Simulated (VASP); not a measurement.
**Mg: single point with PBE0**

The system is Mg.

```
Mg
1.0
     3.19473    0.00000    0.00000
    -1.59737    2.76672    0.00000
     0.00000    0.00000    5.19006
Mg
2
Cartesian
  0.0000 1.8445 1.2975
  1.5974 0.9222 3.8925
```

```
Program                            : VASP 6.6.1
Task                               : single point
Functional                         : PBE0
Potentials or basis                : VASP PAW PBE potentials, release 64 (Mg)
Cutoff                             : 520 eV
k mesh                             : 6 × 6 × 4
Occupations                        : gaussian, width 0.1 eV
Spin                               : no spin polarisation
Dipole correction                  : no
Grid for exact exchange (PRECFOCK) : Normal
Further INCAR settings             : ALGO = Normal; EDIFF = 1e-07; NBANDS = 9
```

```yaml
Pressure: -0.4 GPa
Band_gap_on_the_k_mesh: zero (band 2 reaches 4.46 eV, above the bottom of band 3 at 0.92 eV)
```

Stress tensor (GPa, compression positive):
```
-0.66  0.00  0.00
 0.00 -0.66  0.00
 0.00  0.00  0.28
```

Levels at points of the mesh, in eV from the Fermi level:
```csv
k point,band 1,band 2,band 3,band 4,band 5
"(0.00, 0.00, 0.00)",-8.41,-2.29,-1.63,12.20,12.20
"(0.50, 0.00, 0.00)",-2.74,-2.70,3.43,3.78,4.14
"(0.00, 0.00, 0.50)",-6.81,-6.81,6.01,6.01,12.98
"(0.50, 0.00, 0.50)",-1.57,-1.57,-0.58,-0.58,9.18
```

Run time: 2.9 min on 1 thread of Intel(R) Xeon(R) Platinum 8559C (Emerald Rapids) (shared host), peak memory 0.17 GiB.

Caveat: the k points lie up to 0.38 Å⁻¹ apart; the PAW data sets were made with another functional, which shifts forces and pressure a little.
